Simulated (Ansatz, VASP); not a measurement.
# TiC: VASP beside Ansatz

File INCAR:

```
SYSTEM = TiC
PREC = Accurate
ENCUT = 600
EDIFF = 1E-6
ISMEAR = -1
SIGMA = 0.15
LREAL = .FALSE.
LASPH = .TRUE.
NELM = 120
ALGO = Normal
ISIF = 2
LWAVE = .FALSE.
LCHARG = .FALSE.
GGA = PS
NBANDS = 15
GGA_COMPAT = .FALSE.
```

Contents of KPOINTS:

```
regular mesh
0
G
  11 11 11
  0 0 0
```

Contents of POSCAR:

```
TiC
1.0
    0.0000000000      2.1593000000      2.1593000000
    2.1593000000      0.0000000000      2.1593000000
    2.1593000000      2.1593000000      0.0000000000
Ti C
1 1
Direct
    0.0000000000      0.0000000000      0.0000000000
    0.5000000000      0.5000000000      0.5000000000
```

Input for Ansatz:

```yaml
crystal:
  lattice:
    - [0.0, 2.1593, 2.1593]
    - [2.1593, 0.0, 2.1593]
    - [2.1593, 2.1593, 0.0]
  atoms:
    - { symbol: Ti, position: [0.0, 0.0, 0.0] }
    - { symbol: C, position: [0.5, 0.5, 0.5] }
basis:
  ecutwfc: 500.0
kpoints:
  mp_grid:
    grid: [11, 11, 11]
hamiltonian:
  xc: pbesol
scf:
  occupations:
    method: fermi_dirac
    width: 0.15
output:
  stress: true
```

Alike in both runs: task single point; functional PBEsol; k mesh 11 × 11 × 11; occupations fermi-dirac, width 0.15 eV; no spin polarisation.

```csv
,VASP,Ansatz
version,VASP 6.6.1,Ansatz 0.2.0
potentials or method,"VASP PAW PBE potentials, release 64 (Ti_sv, C), cutoff 600 eV","plane waves, PAW"
valence electrons in the cell,16,16
```

VASP gave:

- pressure (GPa): -4.3

Question: What did Ansatz give for the same quantities?

Answer: Pressure (GPa): -4.5.

VASP's potentials were made for PBE, not for PBEsol. With one functional, cell and mesh, what is left measures potentials, basis and numerics.
